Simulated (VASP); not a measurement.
Here is a VASP 6.6.1 calculation.

File INCAR:

```
PREC = Accurate
ENCUT = 600
EDIFF = 1E-6
ISMEAR = 0
SIGMA = 0.01
LREAL = F
LASPH = T
NELM = 120
ALGO = Normal
ISIF = 2
LWAVE = F
LCHARG = T
LELF = T
LVHAR = T
NBANDS = 25
GGA_COMPAT = F
```

Contents of KPOINTS:

```
Automatic mesh
0
Gamma
  6 6 10
```

POSCAR

```
SiO2
1.0
    4.2331690000      0.0000000000      0.0000000000
    0.0000000000      4.2331690000      0.0000000000
    0.0000000000      0.0000000000      2.6934950000
Si O
2 4
Direct
    0.0000000000      0.0000000000      0.0000000000
    0.5000000000      0.5000000000      0.5000000000
    0.8068390000      0.1931610000      0.5000000000
    0.3068390000      0.3068390000      0.0000000000
    0.1931610000      0.8068390000      0.5000000000
    0.6931610000      0.6931610000      0.0000000000
```

Potentials or basis: VASP PAW LDA potentials, release 64 (Si, O).

Run with:

```sh
$ cat potpaw_LDA.64/Si/POTCAR potpaw_LDA.64/O/POTCAR > POTCAR
$ mpirun -np 1 vasp_std > vasp.out
```

(1) Estimate the largest force.

(2) What does it give for the pressure?

(3) Predict the band gap on the k mesh.

## Answers

(1) 0.099 eV/Å.

(2) -13.6 GPa.

(3) 5.02 eV, direct.
